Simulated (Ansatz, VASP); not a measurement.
HfSi2B4 in VASP and in Ansatz

Contents of INCAR:

```
SYSTEM = HfSi2B4
ALGO = Normal
EDIFF = 1E-6
EDIFFG = -0.08
ENCUT = 600
GGA = PE
IBRION = 2
ISIF = 3
ISMEAR = 0
LASPH = .TRUE.
LCHARG = .FALSE.
LREAL = .FALSE.
LWAVE = .FALSE.
NELM = 100
NSW = 36
PREC = Accurate
SIGMA = 0.2
```

The input KPOINTS:

```
k-points
0
G
  4 4 4
  0 0 0
```

File POSCAR:

```
HfSi2B4
1.0
    4.4109507200      0.0000000000      0.0000000000
    0.0000000000      4.4109507200      0.0000000000
    0.0000000000      0.0000000000      4.5503789100
Hf Si B
1 2 4
Direct
    0.0000000000      0.0000000000      0.0000000000
    0.5000000000      0.0000000000      0.5000000000
    0.0000000000      0.5000000000      0.5000000000
    0.7279386500      0.2720613500      0.7636109600
    0.2720613500      0.2720613500      0.2363890400
    0.2720613500      0.7279386500      0.7636109600
    0.7279386500      0.7279386500      0.2363890400
```

Input for Ansatz:

```yaml
crystal:
  lattice:
    - [4.41095072, 0.0, 0.0]
    - [0.0, 4.41095072, 0.0]
    - [0.0, 0.0, 4.55037891]
  atoms:
    - { symbol: Hf, position: [0.0, 0.0, 0.0] }
    - { symbol: Si, position: [0.5, 0.0, 0.5] }
    - { symbol: Si, position: [0.0, 0.5, 0.5] }
    - { symbol: B, position: [0.72793865, 0.27206135, 0.76361096] }
    - { symbol: B, position: [0.27206135, 0.27206135, 0.23638904] }
    - { symbol: B, position: [0.27206135, 0.72793865, 0.76361096] }
    - { symbol: B, position: [0.72793865, 0.72793865, 0.23638904] }
basis:
  ecutwfc: 420
kpoints:
  mp_grid: { grid: [4, 4, 4] }
hamiltonian:
  xc: pbe
scf:
  occupations: { method: gaussian, width: 0.2 }
  lower_state_search: "off"
output:
  forces: true
  stress: true
  eigenvalues: true
relax:
  adjacent_minimum: "off"
  f_tol: 0.08
  max_steps: 16
  cell: { stress_tol: 0.8 }
```

Change from the starting cell: species swapped into the CdIn2Se4 type (P-42m, No. 111).

Alike in both runs: task relaxation of cell and atoms; functional PBE; k mesh 4 × 4 × 4; occupations gaussian, width 0.2 eV; no spin polarisation.

```csv
,VASP,Ansatz
version,VASP 6.6.1,Ansatz 0.2.0
potentials or method,"VASP PAW PBE potentials, release 64 (Hf_pv, Si, B), cutoff 600 eV","scalar-relativistic, plane waves, PAW"
valence electrons in the cell,30,46
```

Ansatz gave:

```
gap on the k mesh at the Fermi level, each at its own relaxed structure (eV) : none
relaxed volume (Å³/atom)                                                     : 11.37
relaxed length of the cell vector where the two differ most in proportion (Å)              : 3.986
```

Q: Estimate VASP's values.

A: gap on the k mesh at the Fermi level, each at its own relaxed structure (eV): none; relaxed volume (Å³/atom): 11.00; relaxed length of the cell vector where the two differ most in proportion (Å): 3.215.

A gap of «none» marks a metal or a gap that the smearing closes. One of these differences is far larger than is usual between the two programs; its cause wasn't traced. VASP's potentials hold 30 valence electrons a cell and Ansatz's 46, so a difference there can come from the potentials and not from the codes.

Spin-orbit coupling is off throughout.
